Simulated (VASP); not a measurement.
Crystal: Ba2RuN2.

```
Ba Ru N
1.0
    -2.08369    2.08369    6.53783
     2.08369   -2.08369    6.53783
     2.08369    2.08369   -6.53783
Ba Ru N
2 1 2
Direct
  0.13872 0.13872 0.00000
  0.86128 0.86128 0.00000
  0.50000 0.50000 0.00000
  0.63828 0.63828 0.00000
  0.36172 0.36172 0.00000
```

Base run:

- Program: VASP 6.6.1
- Functional: LDA
- Potentials or basis: VASP PAW LDA potentials, release 64 (Ba_sv, Ru_pv, N)
- Cutoff: 520 eV
- k mesh: 8 × 8 × 8
- Occupations: fermi-dirac, width 0.02 eV
- Spin: no spin polarisation

Its results: band gap on the k mesh zero (filled and empty bands touch); pressure -3.8 GPa; largest force 0.401 eV/Å.

Problem. The run is repeated on the same cell with these changes: functional from LDA to PBE; potentials or basis from VASP PAW LDA potentials, release 64 (Ba_sv, Ru_pv, N) to VASP PAW PBE potentials, release 64 (Ba_sv, Ru_pv, N). What comes out?

Solution. Band gap on the k mesh zero (filled and empty bands touch); pressure 1.6 GPa; largest force 0.133 eV/Å.

Caveats: spin-orbit coupling is left out, which moves the levels of the heavy elements.
